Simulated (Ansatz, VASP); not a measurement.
## Two plane-wave programs on YAs2

Contents of INCAR:

```
SYSTEM = YAs2
PREC     = Accurate       ! precision mode
ENCUT    = 600            ! plane-wave cutoff, eV
EDIFF    = 1E-6           ! SCF threshold, eV
ISMEAR   = 0              ! smearing method
SIGMA    = 0.1            ! smearing width, eV
LREAL    = .False.        ! projectors in reciprocal space
LASPH    = .True.         ! aspherical terms in the spheres
NELM     = 100            ! most SCF steps
ALGO     = Normal         ! electronic algorithm
ISIF     = 3              ! what is computed and relaxed
LWAVE    = .False.        ! write WAVECAR
LCHARG   = .False.        ! write CHGCAR
GGA      = PE             ! functional
IBRION   = 2              ! ionic algorithm
NSW      = 90             ! ionic steps
EDIFFG   = -0.04          ! ionic threshold
```

Contents of KPOINTS:

```
Automatic mesh
0
Gamma
  4 4 4
  0 0 0
```

File POSCAR:

```
YAs2
1.0
    6.0866020710      0.0000000000      0.0000000000
    0.0000000000      6.0866020710      0.0000000000
    0.0000000000      0.0000000000      3.9203864885
Y As
2 4
Direct
    0.0000000000      0.0000000000      0.0000000000
    0.5000000000      0.5000000000      0.5000000000
    0.3060000000      0.3060000000      0.0000000000
    0.1940000000      0.8060000000      0.5000000000
    0.6940000000      0.6940000000      0.0000000000
    0.8060000000      0.1940000000      0.5000000000
```

Input for Ansatz:

```yaml
crystal:
  lattice:
    - [6.086602071, 0.0, 0.0]
    - [0.0, 6.086602071, 0.0]
    - [0.0, 0.0, 3.9203864885]
  atoms:
    - { symbol: "Y", position: [0.0, 0.0, 0.0] }
    - { symbol: "Y", position: [0.5, 0.5, 0.5] }
    - { symbol: As, position: [0.306, 0.306, 0.0] }
    - { symbol: As, position: [0.194, 0.806, 0.5] }
    - { symbol: As, position: [0.694, 0.694, 0.0] }
    - { symbol: As, position: [0.806, 0.194, 0.5] }
basis:
  ecutwfc: 420
kpoints:
  mp_grid: { grid: [4, 4, 4] }
hamiltonian:
  xc: pbe
scf:
  occupations: { method: gaussian, width: 0.1 }
  lower_state_search: "off"
output:
  forces: true
  stress: true
  eigenvalues: true
relax:
  adjacent_minimum: "off"
  f_tol: 0.04
  max_steps: 70
  cell: { stress_tol: 0.4 }
```

Alike in both runs: task relaxation of cell and atoms; functional PBE; k mesh 4 × 4 × 4; occupations gaussian, width 0.1 eV; no spin polarisation.

|  | VASP | Ansatz |
| --- | --- | --- |
| version | VASP 6.6.1 | Ansatz 0.2.0 |
| potentials or method | VASP PAW PBE potentials, release 64 (Y_sv, As), cutoff 600 eV | scalar-relativistic, plane waves, PAW |
| valence electrons in the cell | 42 | 82 |

VASP gave:

- gap on the k mesh at the Fermi level, each at its own relaxed structure (eV): none
- relaxed volume (Å³/atom): 31.43
- relaxed cell length with the largest relative difference (Å): 3.975

Estimate Ansatz's values.

gap on the k mesh at the Fermi level, each at its own relaxed structure (eV): none; relaxed volume (Å³/atom): 31.39; relaxed cell length with the largest relative difference (Å): 3.981.

A gap of «none» marks a metal or a gap that the smearing closes. VASP's potentials hold 42 valence electrons a cell and Ansatz's 82, so a difference there can come from the potentials and not from the codes.

The k mesh is coarse, so the values compare programs but aren't converged. Noted on VASP's run: the volume moved by over 15 % at a fixed basis, so the end points are rough.
